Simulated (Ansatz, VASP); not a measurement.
SnO in VASP and in Ansatz

```
Sn O
1.0
     3.82065    0.00001    0.00000
    -0.00001    3.82065    0.00000
     0.00000    0.00000   30.63443
Sn O
2 2
Direct
  0.99985 0.99985 0.46142
  0.49985 0.49985 0.53858
  0.99985 0.49985 0.50000
  0.49985 0.99985 0.50000
```

Alike in both runs: functional PBE; dispersion D3(BJ); k mesh 6 × 6 × 1; occupations gaussian, width 0.02 eV; no spin polarisation.

Ansatz relaxed the structure, and its values are those at the end. VASP's run is a single point on that final structure, the one shown.

|  | VASP | Ansatz |
| --- | --- | --- |
| version | VASP 6.6.1 | Ansatz 0.2.0 |
| potentials or method | VASP PAW PBE potentials, release 64 (Sn_d, O), cutoff 520 eV | scalar-relativistic, plane waves, PAW |
| valence electrons in the cell | 40 | 40 |

VASP gave:

| Property | Result |
| --- | --- |
| gap on the k mesh at the Fermi level (eV) | 3.09 |
| least direct gap on the mesh (eV) | 3.14 |
| rms of the force components (eV/Å) | 0.035 |

**Question.** Estimate Ansatz's values.

**Answer.** gap on the k mesh at the Fermi level (eV): 3.11; least direct gap on the mesh (eV): 3.17; rms of the force components (eV/Å): 0.000.

Ansatz's warnings: near symmetry operation missed by atoms, xc potential rough in thin density.
